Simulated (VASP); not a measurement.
Input of a VASP 6.6.1 run:

The input INCAR:

```
SYSTEM = LiAl15HN16
  PREC = Accurate
  ENCUT = 520
  EDIFF = 1E-6
  ISMEAR = 0
  SIGMA = 0.01
  LREAL = Auto
  LASPH = .TRUE.
  NELM = 80
  ALGO = Normal
  ISIF = 2
  LWAVE = .FALSE.
  LCHARG = .FALSE.
  GGA = PE
  NBANDS = 86
  NELECT = 128.0
```

KPOINTS

```
Automatic mesh
0
Gamma
  1 1 1
  0.25 0.25 0.25
```

File POSCAR:

```
LiAl15HN16
1.0
    6.2595139102      0.0000000601      0.0000000000
   -3.1297570100      5.4208980298      0.0000000000
    0.0000000000      0.0000000000     10.0348065900
Al Li N H
15 1 16 1
Direct
    0.3310944845      0.1691777220      0.2406905098
    0.3324024384      0.1670305728      0.7504909287
    0.1615398735      0.3361476704      1.0002121912
    0.3349701792      0.6688825330      0.2495100679
    0.1554268658      0.8196389586      0.5084998534
    0.3350292373      0.6727938407      0.7509386678
    0.1612307830      0.8322279191      0.9994753949
    0.8281222976      0.1636735354      0.2502110614
    0.6820641001      0.3453567771      0.5085416247
    0.8273452785      0.1650745344      0.7513752276
    0.6645193241      0.3364926850      1.0003633827
    0.8326895206      0.6663813448      0.2501294634
    0.6712075510      0.8308529872      0.5064671785
    0.8307244449      0.6683847564      0.7555658563
    0.6644624873      0.8335243653      1.0012474073
    0.1721914085      0.3250979598      0.4721427311
    0.3533099345      0.1487119201      0.4326498866
    0.1636463509      0.3336889149      0.1931680703
    0.3265807052      0.1696429588      0.9422591583
    0.1645604192      0.3361041708      0.7032946683
    0.3500800563      0.6939344887      0.4399201284
    0.1670652322      0.8327200128      0.1889606656
    0.3293679246      0.6691226763      0.9416880281
    0.1644310723      0.8336211330      0.6943496825
    0.8054394203      0.1494246534      0.4396014145
    0.6668140635      0.3334208008      0.1892167904
    0.8280696969      0.1688256305      0.9423669013
    0.6663780776      0.3352546735      0.6944048820
    0.8342595958      0.6669122561      0.4412060207
    0.6672974318      0.8306207038      0.1898598670
    0.8288466006      0.6686869407      0.9424726564
    0.6672857042      0.8327586363      0.6943471133
    0.4467660149      0.0564409032      0.4031741433
```

Potentials or basis: VASP PAW PBE potentials, release 64 (Al, Li_sv, N, H).

Launch:

```sh
$ cat potpaw_PBE.64/Al/POTCAR potpaw_PBE.64/Li_sv/POTCAR potpaw_PBE.64/N/POTCAR potpaw_PBE.64/H/POTCAR > POTCAR
$ mpirun -np 1 vasp_std > vasp.out
```

Question: Estimate the largest force.

Answer: 0.250 eV/Å.

Forces on the atoms (eV/Å):
```
Al   0.066 -0.133 -0.006
Al   0.099 -0.030  0.021
Al  -0.122  0.044  0.008
Al  -0.013 -0.048  0.021
Al  -0.038  0.195 -0.005
Al   0.068 -0.129  0.016
Al  -0.101  0.100  0.083
Al   0.161 -0.018 -0.126
Al  -0.241 -0.004  0.046
Al   0.140 -0.005  0.040
Al  -0.106  0.043 -0.056
Al   0.217 -0.027 -0.036
Al  -0.015 -0.142  0.116
Al   0.153 -0.076  0.018
Al  -0.117  0.081 -0.071
Li   0.017  0.036  0.133
N    0.122 -0.127  0.058
N   -0.208  0.137 -0.026
N    0.241 -0.052 -0.001
N   -0.161  0.050  0.030
N    0.063 -0.129 -0.115
N   -0.212  0.040  0.043
N    0.194 -0.092  0.029
N   -0.165  0.081 -0.005
N    0.147  0.106 -0.090
N   -0.144  0.078  0.042
N    0.205 -0.121 -0.034
N   -0.165  0.080 -0.020
N    0.037 -0.045 -0.030
N   -0.169  0.144  0.037
N    0.162 -0.101 -0.012
N   -0.154  0.119 -0.075
H    0.041 -0.056 -0.032
```

Caveat: the k points lie up to 0.58 Å⁻¹ apart; the cell carries a net charge on a neutralising background, which shifts energy and pressure.
